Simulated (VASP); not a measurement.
Wanted: the native input for a VASP 6.6.1 run.

```yaml
Task: electric field gradients
Functional: PBEsol
Potentials_or_basis: VASP PAW PBE potentials, release 64 (Ag)
Cutoff: 400 eV
k_mesh: 15 × 15 × 15
Occupations: fermi-dirac, width 0.03 eV
Spin: no spin polarisation
Dipole_correction: no
Further_INCAR_settings: ALGO = Normal; EDIFF = 1e-08; NBANDS = 12
```

The structure of Ag lies in POSCAR:

```
Ag
1.0
    0.0000000000      2.0431000000      2.0022380000
    2.0431000000      0.0000000000      2.0022380000
    2.0431000000      2.0431000000      0.0000000000
Ag
1
Direct
    0.0000000000      0.0000000000      0.0000000000
```

This cell differs from its parent crystal: zz strain of -2 %.

These files were run (other wordings do the same):

INCAR

```
SYSTEM = Ag
ALGO = Normal
EDIFF = 1E-8
ENCUT = 400
GGA = PS
GGA_COMPAT = .FALSE.
ISIF = 2
ISMEAR = -1
LASPH = .TRUE.
LCHARG = .FALSE.
LEFG = .TRUE.
LREAL = .FALSE.
LWAVE = .FALSE.
NBANDS = 12
NELM = 120
PREC = Accurate
SIGMA = 0.03
```

KPOINTS

```
k-points
0
G
  15 15 15
  0 0 0
```

Potentials or basis: VASP PAW PBE potentials, release 64 (Ag).

Run with:

```bash
$ cat potpaw_PBE.64/Ag/POTCAR > POTCAR
$ mpirun -np 1 vasp_std > vasp.out
```

It gave:

| Property | Result |
| --- | --- |
| Pressure | -1.0 GPa |

Caveat: the cell differs from its parent crystal (zz strain of -2 %); without QUAD_EFG the Cq values of the log hold for a quadrupole moment of 1 mb, not for the nuclei; the PAW data sets were made with another functional, which shifts forces and pressure a little.

It took 31 s on 1 thread of Intel(R) Xeon(R) Platinum 8259CL CPU @ 2.50GHz (Skylake/Cascade Lake), on a shared host, peak memory 0.15 GiB.
